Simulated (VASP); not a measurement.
## C: single point with PBE+D3(BJ)

C, a slab with vacuum:

```xyz
2
Lattice="2.4565 0.0000 0.0000 1.2281 2.1274 0.0000 0.0000 0.0000 20.0007" Properties=species:S:1:pos:R:3 pbc="T T T"
C     0.5802    0.3350   10.0000
C     1.8084    1.0442   10.0007
```

```yaml
Program: VASP 6.6.1
Task: single point
Functional: PBE
Dispersion: D3(BJ)
Potentials_or_basis: VASP PAW PBE potentials, release 64 (C)
Cutoff: 520 eV
k_mesh: 15 × 15 × 1
Occupations: gaussian, width 0.05 eV
Spin: no spin polarisation
```

The largest force is 0.011 eV/Å, the band gap on the k mesh is zero (filled and empty bands touch) and the dispersion energy per atom is -0.089 eV.

Forces in eV/Å, atoms in the order of the input:
```
C    0.002  0.001  0.011
C   -0.002 -0.001 -0.011
```

Levels at points of the mesh, in eV from the Fermi level:
| k point | band 1 | band 2 | band 3 | band 4 | band 5 | band 6 | band 7 | band 8 | band 9 |
| --- | --- | --- | --- | --- | --- | --- | --- | --- | --- |
| (0.00, 0.00, 0.00) | -19.62 | -7.70 | -3.04 | -3.04 | 3.23 | 4.03 | 4.39 | 5.30 | 5.75 |

It took 92 s on 1 thread of AMD EPYC 7R43 64-Core Processor (Zen 3), on a shared host, peak memory 0.19 GiB.
